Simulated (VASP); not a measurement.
Input of a VASP 6.6.1 run:

The input POSCAR:

```
HPbNO4
1.0
    4.2040700000      0.0000000000      0.0000000000
    2.0217200000      3.8395200000      0.0000000000
    2.0468600000      1.2790000000      6.2813200000
H Pb N O
1 1 1 4
Direct
    0.8914500000      0.6820200000      0.6279600000
    0.1442600000      0.9287200000      0.8835200000
    0.2567000000      0.2886100000      0.3017100000
    0.8310800000      0.6505600000      0.7840500000
    0.3869400000      0.2238000000      0.1129500000
    0.3110400000      0.0357600000      0.4585600000
    0.0772600000      0.6063300000      0.3227500000
```

INCAR.step1

```
SYSTEM = HPbNO4
ALGO     = Normal         ! electronic algorithm
EDIFF    = 1E-5           ! SCF threshold, eV
ENCUT    = 520            ! plane-wave cutoff, eV
GGA      = PE             ! functional
ISIF     = 2              ! what is computed and relaxed
ISMEAR   = -1             ! smearing method
LASPH    = .True.         ! aspherical terms in the spheres
LCHARG   = .False.        ! write CHGCAR
LREAL    = .False.        ! projectors in reciprocal space
LWAVE    = .True.         ! write WAVECAR
NBANDS   = 31             ! bands
NELM     = 100            ! most SCF steps
PREC     = Accurate       ! precision mode
SIGMA    = 0.05           ! smearing width, eV
```

The input INCAR.step2:

```
SYSTEM = HPbNO4
ALGO     = Normal         ! electronic algorithm
EDIFF    = 1E-7           ! SCF threshold, eV
ENCUT    = 520            ! plane-wave cutoff, eV
GGA      = PE             ! functional
HFSCREEN = 0.2079         ! screening, 1/A
ISIF     = 2              ! what is computed and relaxed
ISMEAR   = -1             ! smearing method
ISTART   = 1            
LASPH    = .True.         ! aspherical terms in the spheres
LCHARG   = .False.        ! write CHGCAR
LHFCALC  = .True.         ! exact exchange
LREAL    = .False.        ! projectors in reciprocal space
LWAVE    = .False.        ! write WAVECAR
NBANDS   = 31             ! bands
NELM     = 100            ! most SCF steps
PREC     = Accurate       ! precision mode
PRECFOCK = Fast         
SIGMA    = 0.05           ! smearing width, eV
```

KPOINTS

```
k-points
0
Gamma
  3 3 2
  0 0 0
```

Potentials or basis: VASP PAW PBE potentials, release 64 (H, Pb_d, N, O).

The run is started by

```bash
$ cat potpaw_PBE.64/H/POTCAR potpaw_PBE.64/Pb_d/POTCAR potpaw_PBE.64/N/POTCAR potpaw_PBE.64/O/POTCAR > POTCAR
$ cp INCAR.step1 INCAR
$ mpirun -np 1 vasp_std > vasp.out
$ cp INCAR.step2 INCAR
$ mpirun -np 1 vasp_std > vasp.out
```

**Question.** Estimate the band gap on the k mesh.

**Answer.** 4.14 eV.

**Question.** What does it give for the largest force?

**Answer.** 1.040 eV/Å.

**Question.** Predict the pressure.

**Answer.** -3.3 GPa.

Forces in eV/Å, atoms in the order of the input:
```
H   -0.001  0.045  0.463
Pb  -0.010 -0.072 -0.067
N   -0.003 -0.021 -0.033
O    0.014  0.028 -0.392
O   -0.025  0.400  0.860
O   -0.033  0.650 -0.693
O    0.058 -1.029 -0.139
```

Caveat: the k points lie up to 0.57 Å⁻¹ apart; the standard files for N, O and F lose accuracy on very short bonds; the PAW data sets were made with another functional, which shifts forces and pressure a little; spin-orbit coupling is left out, which moves the levels of the heavy elements. A k mesh can miss the band edges.
